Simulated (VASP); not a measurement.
Input of a VASP 6.6.1 run:

File POSCAR:

```
BP
1.0
    3.2039354075      0.0000000000      0.0000000000
   -1.6019677038      2.7746894549      0.0000000000
    0.0000000000      0.0000000000      8.4666274574
B P
2 2
Direct
    0.3333333333      0.6666666667      0.2500000000
    0.6666666667      0.3333333333      0.7500000000
    0.6666666667      0.3333333333      0.2500000000
    0.3333333333      0.6666666667      0.7500000000
```

INCAR.step1

```
SYSTEM = BP
PREC = Accurate
ENCUT = 520
EDIFF = 1E-5
ISMEAR = 0
SIGMA = 0.01
LREAL = .False.
LASPH = .True.
NELM = 60
ALGO = Normal
ISIF = 2
LWAVE = .True.
LCHARG = .False.
GGA = PE
NBANDS = 16
```

INCAR.step2

```
SYSTEM = BP
PREC = Accurate
ENCUT = 520
EDIFF = 1E-6
ISMEAR = 0
SIGMA = 0.01
LREAL = .False.
LASPH = .True.
NELM = 60
ALGO = Normal
ISIF = 2
LWAVE = .False.
LCHARG = .False.
GGA = PE
LHFCALC = .True.
HFSCREEN = 0.2079
PRECFOCK = Normal
ISTART = 1
NBANDS = 16
```

Contents of KPOINTS:

```
Automatic mesh
0
Gamma
  6 6 2
  0 0 0
```

Potentials or basis: VASP PAW PBE potentials, release 64 (B, P).

Run with:

```console
$ cat potpaw_PBE.64/B/POTCAR potpaw_PBE.64/P/POTCAR > POTCAR
$ cp INCAR.step1 INCAR
$ mpirun -np 1 vasp_std > vasp.out
$ cp INCAR.step2 INCAR
$ mpirun -np 1 vasp_std > vasp.out
```

**Question.** Estimate the band gap on the k mesh.

**Answer.** 1.34 eV, direct.

**Question.** What does it give for the pressure?

**Answer.** -0.5 GPa.

Stress tensor (GPa, compression positive):
```
-1.02  0.00  0.00
 0.00 -1.02  0.00
 0.00  0.00  0.41
```

Caveat: the PAW data sets were made with another functional, which shifts forces and pressure a little; this functional lacks dispersion, which binds the layers, so the pressure and a relaxed spacing across them are unreliable. A k mesh can miss the band edges.
